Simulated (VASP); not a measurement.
# In (Fd-3m) in VASP: further runs

The runs below take In through single point, with revPBE.

All numbers are computed with VASP 6.6.1; they aren't measurements. Logs are shortened: lines on timing, memory, paths and dates and some standing lists are left out, and cuts for length are marked.

**1. The cell of the first run**

Symmetry: Fd-3m, No. 227, cubic system. Conventional cell: a = 6.916 Å, b = 6.916 Å, c = 6.916 Å, α = 90.00°, β = 90.00°, γ = 90.00°. Within 3.9 Å of In (site symmetry -43m) lie 4 In at 2.99 Å.

This isn't the form of In at room conditions, which is tetragonal.

**2. Single point, revPBE (41.35 Å³/atom)**

Input file INCAR:

```
PREC = Accurate
ENCUT = 520
EDIFF = 1E-6
ISMEAR = -1
SIGMA = 0.1
LREAL = F
LASPH = T
NELM = 100
ALGO = Normal
ISIF = 2
LWAVE = F
LCHARG = F
GGA = RE
NBANDS = 20
```

Input file KPOINTS:

```
Automatic mesh
0
Gamma
  9 9 9
```

Input file POSCAR:

```
In
1.0
    0.0000000000      3.4581315188      3.4581315188
    3.4581315188      0.0000000000      3.4581315188
    3.4581315188      3.4581315188      0.0000000000
In
2
Direct
    0.1250000000      0.1250000000      0.1250000000
    0.8750000000      0.8750000000      0.8750000000
```

Potentials or basis: VASP PAW PBE potentials, release 64 (In_d).

Run with:

```
cat potpaw_PBE.64/In_d/POTCAR > POTCAR
mpirun -np 1 vasp_std > vasp.out
```

OUTCAR:

```text
PREC = Accurate
   ENCUT = 520
   EDIFF = 1E-6
   ISMEAR = -1
   LREAL = F
   LASPH = T
   NELM = 100
   ISIF = 2
   GGA = RE

 ion  position               nearest neighbor table
   1  0.125  0.125  0.125-   2 2.99   2 2.99   2 2.99   2 2.99
   2  0.875  0.875  0.875-   1 2.99   1 2.99   1 2.99   1 2.99

  LATTYP: Found a face centered cubic cell.
 ALAT       =     6.9162630376

  Lattice vectors:

 A1 = (   0.0000000000,   3.4581315188,   3.4581315188)
 A2 = (   3.4581315188,   0.0000000000,   3.4581315188)
 A3 = (   3.4581315188,   3.4581315188,   0.0000000000)

Analysis of symmetry for initial positions (statically):
=====================================================================
 Subroutine PRICEL returns:
 Original cell was already a primitive cell.

 Routine SETGRP: Setting up the symmetry group for a
 face centered cubic supercell.

 Subroutine GETGRP returns: Found 48 space group operations
 (whereof 12 operations were pure point group operations)
 out of a pool of 48 trial point group operations.

The static configuration has the point symmetry D_3d.
 The point group associated with its full space group is O_h .

Analysis of symmetry for dynamics (positions and initial velocities):
=====================================================================
 Subroutine PRICEL returns:
 Original cell was already a primitive cell.

 Routine SETGRP: Setting up the symmetry group for a
 face centered cubic supercell.

 Subroutine GETGRP returns: Found 48 space group operations
 (whereof 12 operations were pure point group operations)
 out of a pool of 48 trial point group operations.

The dynamic configuration has the point symmetry D_3d.
 The point group associated with its full space group is O_h .

 Subroutine INISYM returns: Found 48 space group operations
 (whereof 12 operations are pure point group operations),
 and found     1 'primitive' translations

----------------------------------------------------------------------------------------

                                     Primitive cell

  volume of cell :      82.7093

  direct lattice vectors                    reciprocal lattice vectors
     0.000000000  3.458131519  3.458131519    -0.144586751  0.144586751  0.144586751
     3.458131519  0.000000000  3.458131519     0.144586751 -0.144586751  0.144586751
     3.458131519  3.458131519  0.000000000     0.144586751  0.144586751 -0.144586751

  length of vectors
     4.890536494  4.890536494  4.890536494     0.250431598  0.250431598  0.250431598

  position of ions in fractional coordinates (direct lattice)
     0.125000000  0.125000000  0.125000000
     0.875000000  0.875000000  0.875000000

  ion indices of the primitive-cell ions
   primitive index   ion index
                 1           1
                 2           2

----------------------------------------------------------------------------------------

 KPOINTS: Automatic mesh

Automatic generation of k-mesh.
 Grid dimensions read from file:
 generate k-points for:    9    9    9

 Generating k-lattice:

  Cartesian coordinates                     Fractional coordinates (reciprocal lattice)
    -0.016065195  0.016065195  0.016065195     0.111111111  0.000000000  0.000000000
     0.016065195 -0.016065195  0.016065195     0.000000000  0.111111111  0.000000000
     0.016065195  0.016065195 -0.016065195     0.000000000  0.000000000  0.111111111

  Length of vectors
     0.027825733  0.027825733  0.027825733

  Shift w.r.t. Gamma in fractional coordinates (k-lattice)
     0.000000000  0.000000000  0.000000000

 Subroutine IBZKPT returns following result:
 ===========================================

 Found     35 irreducible k-points:

 Following reciprocal coordinates:
            Coordinates               Weight
  0.000000  0.000000  0.000000      1.000000
  0.111111  0.000000  0.000000      8.000000
  0.222222  0.000000  0.000000      8.000000
  0.333333  0.000000  0.000000      8.000000
  0.444444  0.000000  0.000000      8.000000
  0.111111  0.111111  0.000000      6.000000
[... 16 lines left out ...]
 -0.333333  0.333333  0.000000     12.000000
  0.444444  0.444444  0.000000      6.000000
 [... further k-points ...]
   k-points           NKPTS =     35   k-points in BZ     NKDIM =     35   number of bands    NBANDS=     20
   number of dos      NEDOS =    301   number of ions     NIONS =      2
   total plane-waves  NPLWV =  46656
   dimension x,y,z NGX =    36 NGY =   36 NGZ =   36
   dimension x,y,z NGXF=    72 NGYF=   72 NGZF=   72
   ions per type =               2
   NGX,Y,Z   is equivalent  to a cutoff of  12.24, 12.24, 12.24 a.u.
   NGXF,Y,Z  is equivalent  to a cutoff of  24.48, 24.48, 24.48 a.u.
 SYSTEM =  unknown system
   PREC   = accura    normal or accurate (medium, high low for compatibility)
   ISTART =      0    job   : 0-new  1-cont  2-samecut
   ICHARG =      2    charge: 1-file 2-atom 10-const
   ISPIN  =      1    spin polarized calculation?
   LNONCOLLINEAR =      F non collinear calculations
   LSORBIT =      F    spin-orbit coupling
   LASPH  =      T    aspherical Exc in radial PAW
   ENCUT  =  520.0 eV  38.22 Ry    6.18 a.u.   9.09  9.09  9.09*2*pi/ulx,y,z
   NELM   =    100;   NELMIN=  2; NELMDL= -5     # of ELM steps
   EDIFF  = 0.1E-05   stopping-criterion for ELM
   LREAL  =      F    real-space projection
   EDIFFG = 0.1E-04   stopping-criterion for IOM
   NSW    =      0    number of steps for IOM
   IBRION =     -1    ionic relax: 0-MD 1-quasi-New 2-CG
   NFREE  =      0    steps in history (QN), initial steepest desc. (CG)
   ISIF   =      2    stress and relaxation
   ISYM   =      2    0-nonsym 1-usesym 2-fastsym
   POTIM  = 0.5000    time-step for ionic-motion
   TEBEG  =    0.0;   TEEND  =   0.0 temperature during run
   PSTRESS=    0.0 pullay stress
   NELECT =      26.0000    total number of electrons
   NUPDOWN=      -1.0000    fix difference up-down
   EMIN   =  10.00;   EMAX   =-10.00  energy-range for DOS
   EFERMI =   0.00;   METHOD = LEGACY
   ISMEAR =    -1;   SIGMA  =   0.10  broadening in eV -4-tet -1-fermi 0-gaus
   EFERMI_NEDOS =   21; number of points for ismear=-14 and -15
   IALGO  =     38    algorithm
   IMIX   =      4    mixing-type and parameters
     AMIX     =   0.40;   BMIX     =  1.00
     AMIX_MAG =   1.60;   BMIX_MAG =  1.00
  volume/ion in A,a.u.               =      41.35       279.08
  Fermi-wavevector in a.u.,A,eV,Ry     =   1.113135  2.103520 16.858560  1.239069
  Thomas-Fermi vector in A             =   2.249716
   LORBIT       =      0    0 simple, 1 ext, 2 COOP (PROOUT), +10 PAW based schemes
   GGA     = RE    functional components
   LHFCALC =     F    Hartree Fock is set to
   AEXX    =    0.0000 exact exchange contribution
   IVDW    =     0    specifies the selected vdW correction
   LEPSILON=     F    determine dielectric tensor
   LRPA    =     F    only Hartree local field effects (RPA)
 non-spin polarized calculation
  energy-cutoff  :      520.00
  volume of cell :       82.71
 maximum number of plane-waves:      2242
   NGX = 19   NGY = 19   NGZ = 19

 number of electron      26.0000010 magnetization

 Free energy of the ion-electron system (eV)
  ---------------------------------------------------
  ext. energy  EPLUGINS =         0.00000000
  ---------------------------------------------------
  free energy    TOTEN  =        -3.90782665 eV

  energy without entropy =       -3.84258523  energy(sigma->0) =       -3.87520594

 E-fermi :   3.1724     XC(G=0):  -7.8404

 val. band max:        3.1692894136   @ k =   0.3333   0.3333   0.0000
 cond. band min:       3.1737870466   @ k =  -0.3333   0.1111   0.0000
 fundamental gap:      0.0044976329
 Fermi energy:         3.1724085294

 k-point     1 :       0.0000    0.0000    0.0000
  band No.  band energies     occupation
      1     -11.4459      2.00000
      2     -11.4459      2.00000
      3     -11.4459      2.00000
      4     -11.3943      2.00000
      5     -11.3943      2.00000
      6     -11.0786      2.00000
[... 12 lines left out ...]
     19       8.8994      0.00000
     20      11.9652      0.00000

 k-point     2 :       0.1111    0.0000    0.0000
  band No.  band energies     occupation
      1     -11.4561      2.00000
      2     -11.4561      2.00000
      3     -11.4433      2.00000
      4     -11.3800      2.00000
      5     -11.3800      2.00000
      6     -11.0927      2.00000
[... 12 lines left out ...]
     19       9.5334      0.00000
     20      11.0989      0.00000

 k-point     3 :       0.2222    0.0000    0.0000
  band No.  band energies     occupation
      1     -11.4702      2.00000
      2     -11.4702      2.00000
      3     -11.4367      2.00000
      4     -11.3566      2.00000
      5     -11.3566      2.00000
      6     -11.1115      2.00000
[... 12 lines left out ...]
     19      10.1448      0.00000
     20      10.8067      0.00000

 k-point     4 :       0.3333    0.0000    0.0000
  band No.  band energies     occupation
      1     -11.4784      2.00000
      2     -11.4784      2.00000
      3     -11.4289      2.00000
      4     -11.3398      2.00000
      5     -11.3398      2.00000
      6     -11.1232      2.00000
[... 12 lines left out ...]
     19      10.0832      0.00000
     20      11.2884      0.00000

 k-point     5 :       0.4444    0.0000    0.0000
  band No.  band energies     occupation
      1     -11.4814      2.00000
      2     -11.4814      2.00000
      3     -11.4237      2.00000
      4     -11.3329      2.00000
      5     -11.3329      2.00000
      6     -11.1271      2.00000
[... 12 lines left out ...]
     19      11.6456      0.00000
     20      12.2929      0.00000
[... 353 lines left out ...]
      6     -11.2128      2.00000
[... 12 lines left out ...]
     19      12.4832      0.00000
     20      13.1337      0.00000

 k-point    22 :      -0.4444    0.3333    0.0000
  band No.  band energies     occupation
      1     -11.5173      2.00000
      2     -11.4954      2.00000
      3     -11.3785      2.00000
      4     -11.2872      2.00000
      5     -11.2560      2.00000
      6     -11.2170      2.00000
[... 12 lines left out ...]
     19      11.5578      0.00000
     20      12.4238      0.00000

 k-point    23 :      -0.3333    0.3333    0.0000
  band No.  band energies     occupation
      1     -11.5221      2.00000
      2     -11.4975      2.00000
      3     -11.3697      2.00000
      4     -11.2632      2.00000
      5     -11.2523      2.00000
      6     -11.2359      2.00000
[... 12 lines left out ...]
     19      10.1719      0.00000
     20      11.3197      0.00000

 k-point    24 :       0.4444    0.4444    0.0000
  band No.  band energies     occupation
      1     -11.4940      2.00000
      2     -11.4940      2.00000
      3     -11.4020      2.00000
      4     -11.3421      2.00000
      5     -11.2509      2.00000
      6     -11.1917      2.00000
[... 12 lines left out ...]
     19      12.3704      0.00000
     20      13.5793      0.00000

 [... further k-points ...]
[... 5 lines left out ...]
  --------------------------------------------------------------------------------------
  -------------------------------------------------------------------------------------
  Total       -0.3343920     -0.3343920     -0.3343920      0.0000000     -0.0000000     -0.0000000
  in kB       -6.4775670     -6.4775670     -6.4775670      0.0000000     -0.0000000     -0.0000000
  external PRESSURE =      -6.4775670 kB  Pullay stress =       0.0000000 kB

 VOLUME and BASIS-vectors are now :
 -----------------------------------------------------------------------------
  energy-cutoff  :      520.00
  volume of cell :       82.71
      direct lattice vectors                 reciprocal lattice vectors
     0.000000000  3.458131519  3.458131519    -0.144586751  0.144586751  0.144586751
     3.458131519  0.000000000  3.458131519     0.144586751 -0.144586751  0.144586751
     3.458131519  3.458131519  0.000000000     0.144586751  0.144586751 -0.144586751

 POSITION                                       TOTAL-FORCE (eV/Angst)
 -----------------------------------------------------------------------------------
      0.86453      0.86453      0.86453         0.000000      0.000000     -0.000000
      6.05173      6.05173      6.05173        -0.000000     -0.000000      0.000000
 -----------------------------------------------------------------------------------
    total drift:                                0.000000      0.000000      0.000000

  FREE ENERGIE OF THE ION-ELECTRON SYSTEM (eV)
  ---------------------------------------------------
  free  energy   TOTEN  =        -3.9078266544 eV

  energy  without entropy=       -3.8425852273  energy(sigma->0) =       -3.87520594
```

Wall time 68 s (1 thread of Intel Xeon 8259CL, shared host); peak memory 0.22 GiB.

Results:

* Free energy: -3.9078 eV
* Pressure: -0.6 GPa
* Band gap on the k mesh: zero (bands 13 and 14 overlap by 2.67 eV)

Caveat: the PAW data sets were made with another functional, which shifts forces and pressure a little; spin-orbit coupling is left out, which moves the levels of the heavy elements.

**3. Single point, revPBE (42.95 Å³/atom)**

This run uses another cell than the first one, of 42.95 Å³/atom.

Input file INCAR:

```
SYSTEM = In
PREC = Accurate ; ENCUT = 520
EDIFF = 1E-6 ; ISMEAR = -1
SIGMA = 0.1 ; LREAL = .FALSE.
LASPH = .TRUE. ; NELM = 100
ALGO = Normal ; ISIF = 2
LWAVE = .FALSE. ; LCHARG = .TRUE.
GGA = RE ; LELF = .TRUE.
LVHAR = .TRUE. ; NBANDS = 20
```

Input file KPOINTS:

```
Automatic mesh
0
G
  9 9 9
  0 0 0
```

Input file POSCAR:

```
In
1.0
    0.0000000000      3.5019099830      3.5019099830
    3.5019099830      0.0000000000      3.5019099830
    3.5019099830      3.5019099830      0.0000000000
In
2
Direct
    0.1250000000      0.1250000000      0.1250000000
    0.8750000000      0.8750000000      0.8750000000
```

Potentials or basis: VASP PAW PBE potentials, release 64 (In_d).

Run with:

```
cat potpaw_PBE.64/In_d/POTCAR > POTCAR
mpirun -np 1 vasp_std > vasp.out
```

OUTCAR:

```text
SYSTEM = In
   PREC = Accurate
   ENCUT = 520
   EDIFF = 1E-6
   ISMEAR = -1
   LREAL = .FALSE.
   LASPH = .TRUE.
   NELM = 100
   ISIF = 2
   GGA = RE

 ion  position               nearest neighbor table
   1  0.125  0.125  0.125-   2 3.03   2 3.03   2 3.03   2 3.03
   2  0.875  0.875  0.875-   1 3.03   1 3.03   1 3.03   1 3.03

  LATTYP: Found a face centered cubic cell.
 ALAT       =     7.0038199660

  Lattice vectors:

 A1 = (   0.0000000000,   3.5019099830,   3.5019099830)
[... 190 lines left out ...]
      3     -11.6676      2.00000
      4     -11.6197      2.00000
      5     -11.6197      2.00000
      6     -11.3319      2.00000
[... 541 lines left out ...]
     19      11.8163      0.00000
     20      13.0241      0.00000

 [... further k-points ...]
[... 5 lines left out ...]
  --------------------------------------------------------------------------------------
  -------------------------------------------------------------------------------------
  Total       -0.5760152     -0.5760152     -0.5760152     -0.0000000     -0.0000000      0.0000000
  in kB      -10.7448307    -10.7448307    -10.7448307     -0.0000000     -0.0000000      0.0000000
  external PRESSURE =     -10.7448307 kB  Pullay stress =       0.0000000 kB

 VOLUME and BASIS-vectors are now :
 -----------------------------------------------------------------------------
  energy-cutoff  :      520.00
  volume of cell :       85.89
      direct lattice vectors                 reciprocal lattice vectors
     0.000000000  3.501909983  3.501909983    -0.142779227  0.142779227  0.142779227
     3.501909983  0.000000000  3.501909983     0.142779227 -0.142779227  0.142779227
     3.501909983  3.501909983  0.000000000     0.142779227  0.142779227 -0.142779227

 POSITION                                       TOTAL-FORCE (eV/Angst)
 -----------------------------------------------------------------------------------
      0.87548      0.87548      0.87548         0.000000      0.000000      0.000000
      6.12834      6.12834      6.12834        -0.000000     -0.000000     -0.000000
 -----------------------------------------------------------------------------------
    total drift:                                0.000000      0.000000     -0.000000

  FREE ENERGIE OF THE ION-ELECTRON SYSTEM (eV)
  ---------------------------------------------------
  free  energy   TOTEN  =        -3.8911287644 eV

  energy  without entropy=       -3.8226667231  energy(sigma->0) =       -3.85689774
```

OSZICAR:

```text
N       E                     dE             d eps       ncg     rms          rms(c)
DAV:   1     0.206776547201E+03    0.20678E+03   -0.12692E+04  1400   0.149E+03
DAV:   2     0.125267938557E+02   -0.19425E+03   -0.19115E+03  1400   0.352E+02
DAV:   3    -0.333328211604E+01   -0.15860E+02   -0.15787E+02  1656   0.117E+02
DAV:   4    -0.385320523122E+01   -0.51992E+00   -0.51970E+00  1604   0.255E+01
DAV:   5    -0.388359793721E+01   -0.30393E-01   -0.30391E-01  2216   0.502E+00    0.249E+00
DAV:   6    -0.388262310935E+01    0.97483E-03   -0.38326E-02  1892   0.289E+00    0.126E+00
DAV:   7    -0.388927778062E+01   -0.66547E-02   -0.15711E-02  1860   0.167E+00    0.291E-01
DAV:   8    -0.389097019845E+01   -0.16924E-02   -0.23657E-03  1784   0.402E-01    0.657E-02
DAV:   9    -0.389105502815E+01   -0.84830E-04   -0.95213E-05  1840   0.763E-02    0.261E-02
DAV:  10    -0.389112336850E+01   -0.68340E-04   -0.15304E-04  1464   0.775E-02    0.155E-02
DAV:  11    -0.389112476599E+01   -0.13975E-05   -0.23527E-06  1460   0.931E-03    0.124E-02
DAV:  12    -0.389112802945E+01   -0.32635E-05   -0.51522E-06  1184   0.856E-03    0.425E-03
DAV:  13    -0.389112876440E+01   -0.73495E-06   -0.16242E-07  1036   0.413E-03
   1 F= -.38911288E+01 E0= -.38568977E+01  d E =-.684620E-01
```

stdout:

```text
POSCAR found type information on POSCAR In
 POSCAR found :  1 types and       2 ions
 scaLAPACK will be used
 -----------------------------------------------------------------------------
|                                                                             |
|                                                                             |
|     You enforced a specific xc type in the INCAR file but a different       |
|     I HOPE YOU KNOW WHAT YOU ARE DOING!                                     |
|                                                                             |
 -----------------------------------------------------------------------------

 LDA part: xc-table for (Slater+PW92), standard interpolation
 POSCAR, INCAR and KPOINTS ok, starting setup
 FFT: planning ... GRIDC
 FFT: planning ... GRID_SOFT
 FFT: planning ... GRID
 WAVECAR not read
 entering main loop
```

It took 92 s on 1 thread of Intel Xeon 8259CL, shared host; peak memory 0.25 GiB.

What came out:

```yaml
Free_energy: -3.8911 eV
Pressure: -1.1 GPa
Band_gap_on_the_k_mesh: zero (bands 13 and 14 overlap by 2.54 eV)
```

Caveat: the PAW data sets were made with another functional, which shifts forces and pressure a little; spin-orbit coupling is left out, which moves the levels of the heavy elements.
